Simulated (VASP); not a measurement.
Here is a VASP 6.6.1 calculation.

Contents of POSCAR:

```
Y2Ge3
1.0
    4.3515037563      0.0000000000      0.0000000000
   -2.1757518781      3.7685127976      0.0000000000
    0.0000000000      0.0000000000      7.0968681751
Y Ge
2 3
Direct
    0.0000000000      0.0000000000      0.2687807796
    0.0000000000      0.0000000000      0.7312192204
    0.6666666667      0.3333333333      0.0000000000
    0.6666666667      0.3333333333      0.5000000000
    0.3333333333      0.6666666667      0.0000000000
```

Contents of INCAR.step1:

```
SYSTEM = Y2Ge3
PREC = Accurate
ENCUT = 520
ISMEAR = -1
SIGMA = 0.05
LREAL = .FALSE.
LASPH = .TRUE.
NELM = 60
NBANDS = 40
GGA = PE
ALGO = Normal
EDIFF = 1E-4
LWAVE = .TRUE.
LCHARG = .FALSE.
```

File INCAR.step2:

```
SYSTEM = Y2Ge3
PREC = Accurate
ENCUT = 520
EDIFF = 1E-6
ISMEAR = -1
SIGMA = 0.05
LREAL = .FALSE.
LASPH = .TRUE.
NELM = 60
ALGO = Normal
ISIF = 2
LWAVE = .FALSE.
LCHARG = .FALSE.
METAGGA = R2SCAN
LMIXTAU = .TRUE.
LUSE_VDW = .TRUE.
IVDW_NL = 2
BPARAM = 11.95
CPARAM = 0.0093
NBANDS = 40
ISTART = 1
```

KPOINTS

```
Automatic mesh
0
G
  7 7 4
  0 0 0
```

Potentials or basis: VASP PAW PBE potentials, release 64 (Y_sv, Ge_d).

The run is started by

```console
$ cat potpaw_PBE.64/Y_sv/POTCAR potpaw_PBE.64/Ge_d/POTCAR > POTCAR
$ cp INCAR.step1 INCAR
$ mpirun -np 1 vasp_std > vasp.out
$ cp INCAR.step2 INCAR
$ mpirun -np 1 vasp_std > vasp.out
```

(1) Estimate the pressure.

(2) Estimate the band gap on the k mesh.

(3) What does it give for the largest force?

## Answers

(1) 0.0 GPa.

(2) zero (bands 32 and 33 overlap by 1.50 eV).

(3) 0.005 eV/Å.

Caveat: the PAW data sets were made with another functional, which shifts forces and pressure a little.
